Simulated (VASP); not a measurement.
Runs of VASP 6.6.1 on In. The structure is that of space group P6_3/mmc (No. 194), or close to it. The cells are those of the table. 

```tsv
task	level	potentials or basis	cell	k mesh	cutoff (eV)	grid for exact exchange (PRECFOCK)	screening parameter	gap on the mesh (eV)	pressure (GPa)
relaxation of cell and atoms	PBEsol	VASP PAW PBE potentials, release 64 (In_d)	relaxed to 30 GPa from a = 3.335, b = 3.335, c = 5.509 Å, angles 90.0, 90.0, 120.0°, 2 atoms	9 × 9 × 5	600	-	-	none	30.0
single point	PBEsol	VASP PAW PBE potentials, release 64 (In_d)	a = 3.335, b = 3.335, c = 5.509 Å, angles 90.0, 90.0, 120.0°, 2 atoms	9 × 9 × 5	520	-	-	none	-1.4
single point	PBEsol	VASP PAW PBE potentials, release 64 (In_d)	a = 3.267, b = 3.267, c = 5.318 Å, angles 90.0, 90.0, 120.0°, 2 atoms	9 × 9 × 5	520	-	-	none	2.0
single point	LDA	VASP PAW LDA potentials, release 64 (In_d)	a = 3.358, b = 3.358, c = 5.546 Å, angles 90.0, 90.0, 120.0°, 2 atoms	9 × 9 × 5	520	-	-	none	(a)
single point	r2SCAN50	VASP PAW PBE potentials, release 64 (In_d)	a = 3.335, b = 3.335, c = 5.509 Å, angles 90.0, 90.0, 120.0°, 2 atoms	5 × 5 × 3	520	Normal	-	none	-1.8
single point	LDA	VASP PAW LDA potentials, release 64 (In_d)	a = 3.379, b = 3.379, c = 5.582 Å, angles 90.0, 90.0, 120.0°, 2 atoms	9 × 9 × 5	520	-	-	none	-4.0
single point	HSE06	VASP PAW PBE potentials, release 64 (In_d)	a = 3.334, b = 3.334, c = 5.536 Å, angles 90.0, 90.0, 120.0°, 2 atoms	5 × 5 × 3	520	Normal	0.2079 1/Å	none	(b)
single point	LDA	VASP PAW LDA potentials, release 64 (In_d)	a = 3.290, b = 3.290, c = 5.435 Å, angles 90.0, 90.0, 120.0°, 2 atoms	9 × 9 × 5	520	-	-	none	-1.4
single point	HF	VASP PAW PBE potentials, release 64 (In_d)	a = 3.335, b = 3.335, c = 5.509 Å, angles 90.0, 90.0, 120.0°, 2 atoms	5 × 5 × 3	520	Normal	-	none	5.1
single point	LDA	VASP PAW LDA potentials, release 64 (In_d)	a = 3.335, b = 3.335, c = 5.509 Å, angles 90.0, 90.0, 120.0°, 2 atoms	9 × 9 × 5	520	-	-	none	-2.8
relaxation of cell and atoms	PBEsol	VASP PAW PBE potentials, release 64 (In_d)	relaxed from a = 3.335, b = 3.335, c = 5.509 Å, angles 90.0, 90.0, 120.0°, 2 atoms	9 × 9 × 5	600	-	-	none	0.0
single point	HSE06	VASP PAW PBE potentials, release 64 (In_d)	a = 3.335, b = 3.335, c = 5.509 Å, angles 90.0, 90.0, 120.0°, 2 atoms	5 × 5 × 3	520	Normal	0.2079 1/Å	none	0.0
```

Alike in all rows: no spin polarisation; smearing fermi-dirac 0.05 eV.

Q: Estimate the missing entries.

A: (a) -3.5; (b) -0.1.

Caveats: some runs use coarse meshes; spin-orbit coupling is left out, which moves the levels of the heavy elements; the PAW data sets were made with another functional, which shifts forces and pressure a little (some runs); the cell is relaxed towards a set pressure, so the enthalpy falls and the energy may rise (some runs).

A k mesh can miss the band edges, and the runs leave out spin-orbit coupling on In.

A gap of «none» marks levels without a gap at the run's occupations.
